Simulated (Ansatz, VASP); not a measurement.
## One calculation of Cs, two programs

The input INCAR:

```
PREC = Accurate ; ENCUT = 520
EDIFF = 1E-7 ; ISMEAR = -1
SIGMA = 0.1 ; LREAL = F
LASPH = T ; NELM = 80
ALGO = Normal ; ISIF = 2
LWAVE = F ; LCHARG = F
GGA = PS ; NBANDS = 20
```

KPOINTS

```
regular mesh
0
Gamma
  5 5 7
```

The input POSCAR:

```
Cs
1.0
    8.5929610875      0.0000000000      0.0000000000
   -4.2964805438      7.4417225955      0.0000000000
    0.0000000000      0.0000000000      5.1147714747
Cs
3
Direct
    0.0000000000      0.0000000000      0.0000000000
    0.3333333333      0.6666666667      0.5000000000
    0.6666666667      0.3333333333      0.5000000000
```

Input for Ansatz:

```yaml
crystal:
  lattice:
    - [8.5929610875, 0.0, 0.0]
    - [-4.2964805438, 7.4417225955, 0.0]
    - [0.0, 0.0, 5.1147714747]
  atoms:
    - { symbol: Cs, position: [0.0, 0.0, 0.0] }
    - { symbol: Cs, position: [0.3333333333, 0.6666666667, 0.5] }
    - { symbol: Cs, position: [0.6666666667, 0.3333333333, 0.5] }
hamiltonian:
  xc: pbesol
  pseudopotentials:
    kind: paw
    azcp:
      Cs: "pseudopotentials/Cs.paw.azcp"
basis:
  ecutwfc: 420
  fft_grid_basis: typed
kpoints:
  mp_grid: { grid: [5, 5, 7], shift: [0, 0, 0] }
magnetization:
  spin_polarized: false
scf:
  occupations: { method: fermi_dirac, width: 0.1 }
  lower_state_search: "off"
output:
  stress: true
```

Alike in both runs: task single point; functional PBEsol; k mesh 5 × 5 × 7; occupations fermi-dirac, width 0.1 eV; no spin polarisation.

|  | VASP | Ansatz |
| --- | --- | --- |
| version | VASP 6.6.1 | Ansatz 0.2.0 |
| potentials or method | VASP PAW PBE potentials, release 64 (Cs_sv), cutoff 520 eV | plane waves (420 eV) with PAW, scalar-relativistic |
| valence electrons in the cell | 27 | 27 |

|  | VASP | Ansatz | Ansatz less VASP |
| --- | --- | --- | --- |
| pressure (GPa) | 0.0 | 0.0 | +0.01 |

VASP's potentials were made for PBE, not for PBEsol, and Ansatz warns of the same on its side.

Neither program's run includes spin-orbit coupling.
